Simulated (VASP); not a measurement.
# WS2 in VASP: single point with PBEsol

Aim: the single point of WS2 with PBEsol.

Program: VASP 6.6.1. These are calculated values, not measurements. Logs are shortened: lines on timing, memory, paths and dates and some standing lists are left out, and cuts for length are marked.

## (1) The cell of the first run

The cell holds layers a few Å apart, 24 atoms: a = 3.146 Å, b = 12.692 Å, c = 12.082 Å, α = 90.00°, β = 90.00°, γ = 90.00°.

## (2) Single point, PBEsol

INCAR reads:

```
ALGO = Normal ; DIPOL = 0.5 0.5 0.500
EDIFF = 1E-6 ; ENCUT = 520
GGA = PS ; IDIPOL = 3
ISIF = 2 ; ISMEAR = 0
LASPH = T ; LCHARG = T
LDIPOL = T ; LELF = T
LREAL = Auto ; LVACPOTAV = T
LVHAR = T ; LWAVE = F
NBANDS = 122 ; NELM = 80
PREC = Accurate ; SIGMA = 0.05
```

KPOINTS reads:

```
k-points
0
Gamma
  8 2 1
```

POSCAR reads:

```
WS2
1.0
    3.1461313781      0.0000000000      0.0000000000
    0.0000000000     12.6917314098      0.0000000000
    0.0000000000      0.0000000000     12.0820989904
W S
8 16
Direct
    0.0000000000      0.7500000000      0.1241506133
    0.5000000000      0.2500000000      0.1993204907
    0.5000000000      0.7500000000      0.3496602453
    0.0000000000      0.2500000000      0.4248301227
    0.0000000000      0.7500000000      0.5751698773
    0.5000000000      0.2500000000      0.6503397547
    0.5000000000      0.7500000000      0.8006795093
    0.0000000000      0.2500000000      0.8758493867
    0.0000000000      0.3735108830      0.1241506133
    0.0000000000      0.1264891170      0.1241506133
    0.5000000000      0.8735108830      0.1993204907
    0.5000000000      0.6264891170      0.1993204907
    0.5000000000      0.3735108830      0.3496602453
    0.5000000000      0.1264891170      0.3496602453
    0.0000000000      0.8735108830      0.4248301227
    0.0000000000      0.6264891170      0.4248301227
    0.0000000000      0.3735108830      0.5751698773
    0.0000000000      0.1264891170      0.5751698773
    0.5000000000      0.8735108830      0.6503397547
    0.5000000000      0.6264891170      0.6503397547
    0.5000000000      0.3735108830      0.8006795093
    0.5000000000      0.1264891170      0.8006795093
    0.0000000000      0.8735108830      0.8758493867
    0.0000000000      0.6264891170      0.8758493867
```

Potentials or basis: VASP PAW PBE potentials, release 64 (W_sv, S).

On the command line:

```
$ cat potpaw_PBE.64/W_sv/POTCAR potpaw_PBE.64/S/POTCAR > POTCAR
$ mpirun -np 1 vasp_std > vasp.out
```

OUTCAR:

```text
EDIFF = 1E-6
   ENCUT = 520
   GGA = PS
   ISIF = 2
   ISMEAR = 0
   LASPH = T
   LREAL = Auto
   NELM = 80
   PREC = Accurate

 ion  position               nearest neighbor table
   1  0.000  0.750  0.124-  11 2.40  12 2.40  11 2.40  12 2.40   3 3.15   3 3.15
   2  0.500  0.250  0.199-  13 2.40  14 2.40   9 2.40  10 2.40   9 2.40  10 2.40   4 3.15   4 3.15

   3  0.500  0.750  0.350-  11 2.40  12 2.40  15 2.40  16 2.40  15 2.40  16 2.40   1 3.15   5 3.15
                             1 3.15   5 3.15
   4  0.000  0.250  0.425-  17 2.40  18 2.40  13 2.40  14 2.40  13 2.40  14 2.40   2 3.15   6 3.15
                             2 3.15   6 3.15
   5  0.000  0.750  0.575-  15 2.40  16 2.40  19 2.40  20 2.40  19 2.40  20 2.40   3 3.15   7 3.15
                             3 3.15   7 3.15
   6  0.500  0.250  0.650-  21 2.40  22 2.40  17 2.40  18 2.40  17 2.40  18 2.40   4 3.15   8 3.15
                             4 3.15   8 3.15
   7  0.500  0.750  0.801-  19 2.40  20 2.40  23 2.40  24 2.40  23 2.40  24 2.40   5 3.15   5 3.15

   8  0.000  0.250  0.876-  21 2.40  22 2.40  21 2.40  22 2.40   6 3.15   6 3.15
   9  0.000  0.374  0.124-   2 2.40   2 2.40
  10  0.000  0.126  0.124-   2 2.40   2 2.40
  11  0.500  0.874  0.199-   3 2.40   1 2.40   1 2.40
  12  0.500  0.626  0.199-   3 2.40   1 2.40   1 2.40
  13  0.500  0.374  0.350-   2 2.40   4 2.40   4 2.40
  14  0.500  0.126  0.350-   2 2.40   4 2.40   4 2.40
  15  0.000  0.874  0.425-   5 2.40   3 2.40   3 2.40
  16  0.000  0.626  0.425-   5 2.40   3 2.40   3 2.40
  17  0.000  0.374  0.575-   4 2.40   6 2.40   6 2.40
  18  0.000  0.126  0.575-   4 2.40   6 2.40   6 2.40
  19  0.500  0.874  0.650-   7 2.40   5 2.40   5 2.40
  20  0.500  0.626  0.650-   7 2.40   5 2.40   5 2.40
  21  0.500  0.374  0.801-   6 2.40   8 2.40   8 2.40
  22  0.500  0.126  0.801-   6 2.40   8 2.40   8 2.40
  23  0.000  0.874  0.876-   7 2.40   7 2.40
  24  0.000  0.626  0.876-   7 2.40   7 2.40

  LATTYP: Found a simple orthorhombic cell.
 ALAT       =     3.1461313781
 B/A-ratio  =     3.8403033880
 C/A-ratio  =     4.0340754675

  Lattice vectors:

 A1 = (  -3.1461313781,   0.0000000000,   0.0000000000)
 A2 = (   0.0000000000,   0.0000000000,  12.0820989904)
 A3 = (   0.0000000000,  12.6917314098,   0.0000000000)

Analysis of symmetry for initial positions (statically):
=====================================================================
 Subroutine PRICEL returns:
 Original cell was already a primitive cell.

 Routine SETGRP: Setting up the symmetry group for a
 simple orthorhombic supercell.

 Subroutine GETGRP returns: Found  8 space group operations
 (whereof  4 operations were pure point group operations)
 out of a pool of  8 trial point group operations.

The static configuration has the point symmetry C_2h.
 The point group associated with its full space group is D_2h.

Analysis of symmetry for dynamics (positions and initial velocities):
=====================================================================
 Subroutine PRICEL returns:
 Original cell was already a primitive cell.

 Routine SETGRP: Setting up the symmetry group for a
 simple orthorhombic supercell.

 Subroutine GETGRP returns: Found  8 space group operations
 (whereof  4 operations were pure point group operations)
 out of a pool of  8 trial point group operations.

The dynamic configuration has the point symmetry C_2h.
 The point group associated with its full space group is D_2h.

 Subroutine INISYM returns: Found  8 space group operations
 (whereof  4 operations are pure point group operations),
 and found     1 'primitive' translations

----------------------------------------------------------------------------------------

                                     Primitive cell

  volume of cell :     482.4365

  direct lattice vectors                    reciprocal lattice vectors
     3.146131378  0.000000000  0.000000000     0.317850681  0.000000000  0.000000000
     0.000000000 12.691731410  0.000000000     0.000000000  0.078791456  0.000000000
     0.000000000  0.000000000 12.082098990     0.000000000  0.000000000  0.082767076

  length of vectors
     3.146131378 12.691731410 12.082098990     0.317850681  0.078791456  0.082767076

  position of ions in fractional coordinates (direct lattice)
     0.000000000  0.750000000  0.124150613
     0.500000000  0.250000000  0.199320491
     0.500000000  0.750000000  0.349660245
     0.000000000  0.250000000  0.424830123
     0.000000000  0.750000000  0.575169877
     0.500000000  0.250000000  0.650339755
[... 16 lines left out ...]
     0.000000000  0.873510883  0.875849387
     0.000000000  0.626489117  0.875849387

  ion indices of the primitive-cell ions
   primitive index   ion index
                 1           1
                 2           2
                 3           3
                 4           4
                 5           5
                 6           6
[... 16 lines left out ...]
                23          23
                24          24

----------------------------------------------------------------------------------------

 KPOINTS: k-points

Automatic generation of k-mesh.
 Grid dimensions read from file:
 generate k-points for:    8    2    1

 Generating k-lattice:

  Cartesian coordinates                     Fractional coordinates (reciprocal lattice)
     0.039731335  0.000000000  0.000000000     0.125000000  0.000000000  0.000000000
     0.000000000  0.039395728  0.000000000     0.000000000  0.500000000  0.000000000
     0.000000000  0.000000000  0.082767076     0.000000000  0.000000000  1.000000000

  Length of vectors
     0.039731335  0.039395728  0.082767076

  Shift w.r.t. Gamma in fractional coordinates (k-lattice)
     0.000000000  0.000000000  0.000000000

 Subroutine IBZKPT returns following result:
 ===========================================

 Found     10 irreducible k-points:

 Following reciprocal coordinates:
            Coordinates               Weight
  0.000000  0.000000  0.000000      1.000000
  0.125000  0.000000  0.000000      2.000000
  0.250000  0.000000  0.000000      2.000000
  0.375000  0.000000  0.000000      2.000000
  0.500000  0.000000  0.000000      1.000000
  0.000000  0.500000  0.000000      1.000000
  0.125000  0.500000  0.000000      2.000000
  0.250000  0.500000  0.000000      2.000000
  0.375000  0.500000  0.000000      2.000000
  0.500000  0.500000  0.000000      1.000000
   k-points           NKPTS =     10   k-points in BZ     NKDIM =     10   number of bands    NBANDS=    122
   number of dos      NEDOS =    301   number of ions     NIONS =     24
   total plane-waves  NPLWV = 207360
   dimension x,y,z NGX =    24 NGY =   96 NGZ =   90
   dimension x,y,z NGXF=    48 NGYF=  192 NGZF=  180
   ions per type =               8  16
   NGX,Y,Z   is equivalent  to a cutoff of  12.68, 12.57, 12.38 a.u.
   NGXF,Y,Z  is equivalent  to a cutoff of  25.36, 25.15, 24.77 a.u.
 SYSTEM =  unknown system
   PREC   = accura    normal or accurate (medium, high low for compatibility)
   ISTART =      0    job   : 0-new  1-cont  2-samecut
   ICHARG =      2    charge: 1-file 2-atom 10-const
   ISPIN  =      1    spin polarized calculation?
   LNONCOLLINEAR =      F non collinear calculations
   LSORBIT =      F    spin-orbit coupling
   LASPH  =      T    aspherical Exc in radial PAW
   ENCUT  =  520.0 eV  38.22 Ry    6.18 a.u.   5.85 23.60 22.46*2*pi/ulx,y,z
   NELM   =     80;   NELMIN=  2; NELMDL= -5     # of ELM steps
   EDIFF  = 0.1E-05   stopping-criterion for ELM
   LREAL  =      T    real-space projection
   EDIFFG = 0.1E-04   stopping-criterion for IOM
   NSW    =      0    number of steps for IOM
   IBRION =     -1    ionic relax: 0-MD 1-quasi-New 2-CG
   NFREE  =      0    steps in history (QN), initial steepest desc. (CG)
   ISIF   =      2    stress and relaxation
   ISYM   =      2    0-nonsym 1-usesym 2-fastsym
   POTIM  = 0.5000    time-step for ionic-motion
   TEBEG  =    0.0;   TEEND  =   0.0 temperature during run
   PSTRESS=    0.0 pullay stress
   NELECT =     208.0000    total number of electrons
   NUPDOWN=      -1.0000    fix difference up-down
   EMIN   =  10.00;   EMAX   =-10.00  energy-range for DOS
   EFERMI =   0.00;   METHOD = LEGACY
   ISMEAR =     0;   SIGMA  =   0.05  broadening in eV -4-tet -1-fermi 0-gaus
   EFERMI_NEDOS =   21; number of points for ismear=-14 and -15
   IALGO  =     38    algorithm
   IMIX   =      4    mixing-type and parameters
     AMIX     =   0.40;   BMIX     =  1.00
     AMIX_MAG =   1.60;   BMIX_MAG =  1.00
  volume/ion in A,a.u.               =      20.10       135.65
  Fermi-wavevector in a.u.,A,eV,Ry     =   1.236752  2.337122 20.810861  1.529555
  Thomas-Fermi vector in A             =   2.371347
   LORBIT       =      0    0 simple, 1 ext, 2 COOP (PROOUT), +10 PAW based schemes
   GGA     = PS    functional components
   LHFCALC =     F    Hartree Fock is set to
   AEXX    =    0.0000 exact exchange contribution
   IVDW    =     0    specifies the selected vdW correction
   LEPSILON=     F    determine dielectric tensor
   LRPA    =     F    only Hartree local field effects (RPA)
 non-spin polarized calculation
 Gauss-broadening in eV      SIGMA  =   0.05
  energy-cutoff  :      520.00
  volume of cell :      482.44
 maximum number of plane-waves:     13032
 NGX is ok and might be reduce to    24
   NGX = 11   NGY = 47   NGZ = 45

 dipolmoment           0.000000      0.000000     -0.000000 electrons x Angstroem

 number of electron     208.0000006 magnetization

 dipolmoment           0.000000      0.000000      0.000000 electrons x Angstroem

 Free energy of the ion-electron system (eV)
  ---------------------------------------------------
  ext. energy  EPLUGINS =         0.00000000
  ---------------------------------------------------
  free energy    TOTEN  =      -194.95612334 eV

  energy without entropy =     -194.95612334  energy(sigma->0) =     -194.95612334

 E-fermi :   5.9408     XC(G=0): -10.3593

 val. band max:        5.6945652761   @ k =   0.0000   0.0000   0.0000
 cond. band min:       6.2152402555   @ k =   0.0000   0.0000   0.0000
 fundamental gap:      0.5206749794
 Fermi energy:         5.9408214608

 k-point     1 :       0.0000    0.0000    0.0000
  band No.  band energies     occupation
      1     -68.8576      2.00000
      2     -68.8576      2.00000
      3     -68.7481      2.00000
      4     -68.7481      2.00000
      5     -68.7208      2.00000
      6     -68.7208      2.00000
[... 108 lines left out ...]
    115       8.0453      0.00000
    116       8.1373      0.00000

 k-point     2 :       0.1250    0.0000    0.0000
  band No.  band energies     occupation
      1     -68.8562      2.00000
      2     -68.8562      2.00000
      3     -68.7466      2.00000
      4     -68.7466      2.00000
      5     -68.7194      2.00000
      6     -68.7194      2.00000
[... 944 lines left out ...]
 k-point    10 :       0.5000    0.5000    0.0000
  band No.  band energies     occupation
      1     -68.8477      2.00000
      2     -68.8477      2.00000
      3     -68.7382      2.00000
      4     -68.7382      2.00000
      5     -68.7109      2.00000
      6     -68.7109      2.00000
[... 108 lines left out ...]
    115       8.3508      0.00000
    116       8.3508      0.00000
 [bands above 116 left out]

------------------------ aborting loop because EDIFF is reached ----------------------------------------

  FORCE on cell =-STRESS in cart. coord.  units (eV):
  Direction    XX          YY          ZZ          XY          YZ          ZX
  --------------------------------------------------------------------------------------
  -------------------------------------------------------------------------------------
  Total      -10.0947481     -4.8234919    -18.3846764      0.0000000     -0.0000000      0.0000000
  in kB      -33.5247811    -16.0188751    -61.0557338      0.0000000     -0.0000000      0.0000000
  external PRESSURE =     -36.8664633 kB  Pullay stress =       0.0000000 kB

 VOLUME and BASIS-vectors are now :
 -----------------------------------------------------------------------------
  energy-cutoff  :      520.00
  volume of cell :      482.44
      direct lattice vectors                 reciprocal lattice vectors
     3.146131378  0.000000000  0.000000000     0.317850681  0.000000000  0.000000000
     0.000000000 12.691731410  0.000000000     0.000000000  0.078791456  0.000000000
     0.000000000  0.000000000 12.082098990     0.000000000  0.000000000  0.082767076

 POSITION                                       TOTAL-FORCE (eV/Angst)
 -----------------------------------------------------------------------------------
      0.00000      9.51880      1.50000         0.000000      0.000000     -0.809440
      1.57307      3.17293      2.40821        -0.000000      0.000000     -0.603230
      1.57307      9.51880      4.22463        -0.000000      0.000000     -0.175426
      0.00000      3.17293      5.13284        -0.000000     -0.000000      0.118475
      0.00000      9.51880      6.94926        -0.000000      0.000000     -0.118475
      1.57307      3.17293      7.85747        -0.000000     -0.000000      0.175426
[... 16 lines left out ...]
      0.00000     11.08637     10.58210        -0.000000     -0.433646      0.966314
      0.00000      7.95123     10.58210        -0.000000      0.433646      0.966314
 -----------------------------------------------------------------------------------
    total drift:                                0.000000     -0.000000      0.000000

  FREE ENERGIE OF THE ION-ELECTRON SYSTEM (eV)
  ---------------------------------------------------
  free  energy   TOTEN  =      -194.9561233350 eV

  energy  without entropy=     -194.9561233350  energy(sigma->0) =     -194.95612334
```

Wall time 33 min (1 thread of Intel Xeon 8259CL, shared host); peak memory 0.69 GiB.

What came out:

- Free energy: -194.9561 eV
- Largest force: 1.059 eV/Å
- Band gap on the k mesh: 0.52 eV

Forces on the atoms (eV/Å):
```
W    0.000  0.000 -0.809
W    0.000  0.000 -0.603
W    0.000  0.000 -0.175
W    0.000  0.000  0.118
W    0.000  0.000 -0.118
W    0.000  0.000  0.175
W    0.000  0.000  0.603
W    0.000  0.000  0.809
S    0.000 -0.434 -0.966
S    0.000  0.434 -0.966
S    0.000 -0.307 -0.800
S    0.000  0.307 -0.800
S    0.000  0.031 -0.041
S    0.000 -0.031 -0.041
S    0.000  0.076  0.037
S    0.000 -0.076  0.037
S    0.000  0.076 -0.037
S    0.000 -0.076 -0.037
S    0.000  0.031  0.041
S    0.000 -0.031  0.041
S    0.000 -0.307  0.800
S    0.000  0.307  0.800
S    0.000 -0.434  0.966
S    0.000  0.434  0.966
```

Caveat: the k points lie up to 0.52 Å⁻¹ apart; the PAW data sets were made with another functional, which shifts forces and pressure a little; spin-orbit coupling is left out, which moves the levels of the heavy elements.
